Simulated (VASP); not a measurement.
**GaCo: single point with PBE**

GaCo:

```
CELL_PARAMETERS angstrom
2.96236 0.00000 0.00000
-1.48118 2.56548 0.00000
0.00000 0.00000 2.88934
ATOMIC_POSITIONS crystal
Ga 0.00000 0.00000 0.00000
Co 0.66667 0.33333 0.50000
```

| Item | Value |
| --- | --- |
| Program | VASP 6.6.1 |
| Task | single point |
| Functional | PBE |
| Potentials or basis | VASP PAW PBE potentials, release 64 (Ga_d, Co) |
| Cutoff | 520 eV |
| k mesh | 6 × 6 × 6 |
| Occupations | gaussian, width 0.1 eV |
| Spin | collinear spin, ferromagnetic start |
| Starting moments | [0.0, 3.0] μB |

- Pressure: 49.0 GPa
- Net moment: 0.28 μB per cell
- Site moments: Ga -0.01; Co +0.30 μB
- Valence electrons inside the program's atomic spheres: Ga 12.15; Co 8.71

Stress tensor (GPa, compression positive):
```
42.08  0.00  0.00
 0.00 42.08  0.00
 0.00  0.00 62.91
```

Levels at points of the mesh, in eV from the Fermi level:
Spin up:
```csv
k point,band 9,band 10,band 11,band 12,band 13,band 14
"(0.00, 0.00, 0.00)",-2.11,-0.96,-0.96,4.88,10.18,10.18
"(0.50, 0.00, 0.00)",-2.08,-1.00,-0.61,0.31,4.05,10.92
"(0.00, 0.00, 0.50)",-1.60,-1.48,-1.48,-0.43,12.14,12.14
"(0.50, 0.00, 0.50)",-2.45,-0.90,-0.54,-0.50,3.81,4.24
```
Spin down:
```
           k point  band 7  band 8  band 9  band 10  band 11  band 12  band 13  band 14  band 15  band 16
(0.00, 0.00, 0.00)   -2.58   -1.87   -1.87    -0.79    -0.79     4.88    10.21    10.21    11.52    13.60
(0.50, 0.00, 0.00)   -5.97   -2.34   -1.93    -0.84    -0.32     0.67     4.05    11.00    11.03    13.43
(0.00, 0.00, 0.50)   -6.91   -1.45   -1.45    -1.22    -1.22     0.11    12.13    12.13    14.96    16.03
(0.50, 0.00, 0.50)   -3.90   -2.71   -2.32    -0.69    -0.21    -0.08     3.92     4.36    10.25    11.46
```

It took 22 s on 1 thread of Intel(R) Xeon(R) 6975P-C (Granite Rapids), with other jobs on the host, peak memory 0.15 GiB.

Caveat: the k points lie up to 0.41 Å⁻¹ apart.
